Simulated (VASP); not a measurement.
Set up this calculation in VASP 6.6.1, as the native input.

```yaml
Task: single point
Functional: PBE
Potentials_or_basis: VASP PAW PBE potentials, release 64 (Ti_sv, S)
Cutoff: 520 eV
k_mesh: 4 × 4 × 1
Occupations: gaussian, width 0.1 eV
Spin: no spin polarisation
Dipole_correction: yes
Further_INCAR_settings: LREAL = Auto; ALGO = Normal; EDIFF = 1e-06; NBANDS = 113
```

The structure of Ti16S lies in POSCAR:

```
Ti16S
1.0
    6.5106718526      0.0000000000      0.0000000000
    0.0000000000      6.5106718526      0.0000000000
    0.0000000000      0.0000000000     20.1793674177
Ti S
16 1
Direct
    0.2500000000      0.2500000000      0.1982222692
    0.2500000000      0.7500000000      0.1982222692
    0.7500000000      0.2500000000      0.1982222692
    0.7500000000      0.7500000000      0.1982222692
    0.0000000000      0.0000000000      0.2788822785
    0.0000000000      0.5000000000      0.2788822785
    0.5000000000      0.0000000000      0.2788822785
    0.5000000000      0.5000000000      0.2788822785
    0.2500000000      0.2500000000      0.3551865279
    0.2500000000      0.7500000000      0.3551865279
    0.7500000000      0.2500000000      0.3551865279
    0.7500000000      0.7500000000      0.3551865279
    0.0000000000      0.0000000000      0.4301109761
    0.0000000000      0.5000000000      0.4301109761
    0.5000000000      0.0000000000      0.4301109761
    0.5000000000      0.5000000000      0.4301109761
    0.0625000000      0.0625000000      0.5341486685
```

The input as run:

INCAR

```
  PREC = Accurate
  ENCUT = 520
  EDIFF = 1E-6
  ISMEAR = 0
  SIGMA = 0.1
  LREAL = Auto
  LASPH = T
  NELM = 80
  ALGO = Normal
  ISIF = 2
  LWAVE = F
  LCHARG = T
  LDIPOL = T
  IDIPOL = 3
  DIPOL = 0.5 0.5 0.328
  GGA = PE
  LELF = T
  LVHAR = T
  LVACPOTAV = T
  NBANDS = 113
```

KPOINTS

```
Automatic mesh
0
Gamma
  4 4 1
```

Potentials or basis: VASP PAW PBE potentials, release 64 (Ti_sv, S).

Command:

```console
$ cat potpaw_PBE.64/Ti_sv/POTCAR potpaw_PBE.64/S/POTCAR > POTCAR
$ mpirun -np 1 vasp_std > vasp.out
```

Results of the run:

```json
{"Largest force": "0.788 eV/Å", "Band gap on the k mesh": "zero (bands 99 and 100 overlap by 0.17 eV)"}
```

Wall time 35 min on 1 thread of Intel(R) Xeon(R) Platinum 8488C (Sapphire Rapids), on a shared host, peak memory 0.93 GiB.
